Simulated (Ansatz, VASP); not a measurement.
**Two plane-wave programs on GaAs**

```
Ga As
1.0
     0.00000    2.66246    2.66246
     2.66246    0.00000    2.66246
     2.66246    2.66246    0.00000
Ga As
1 1
Direct
  0.00000 0.00000 0.00000
  0.50000 0.50000 0.50000
```

Alike in both runs: functional r2SCAN; k mesh 6 × 6 × 6; occupations gaussian, width 0.1 eV; no spin polarisation.

Ansatz relaxed the structure, and its values are those at the end. VASP's run is a single point on that final structure, the one shown.

|  | VASP | Ansatz |
| --- | --- | --- |
| version | VASP 6.6.1 | Ansatz 0.2.0 |
| potentials or method | VASP PAW PBE potentials, release 64 (Ga_d, As), cutoff 520 eV | scalar-relativistic, plane waves, PAW |
| valence electrons in the cell | 18 | 28 |

```csv
,VASP,Ansatz,Ansatz less VASP
gap on the k mesh at the Fermi level (eV),none,none,-
pressure (GPa),0.0,0.0,-0.04
```

VASP's potentials were made for PBE, not for r2SCAN. A gap of «none» marks a metal or a gap that the smearing closes. VASP's potentials hold 18 valence electrons a cell and Ansatz's 28, so a difference there can come from the potentials and not from the codes.
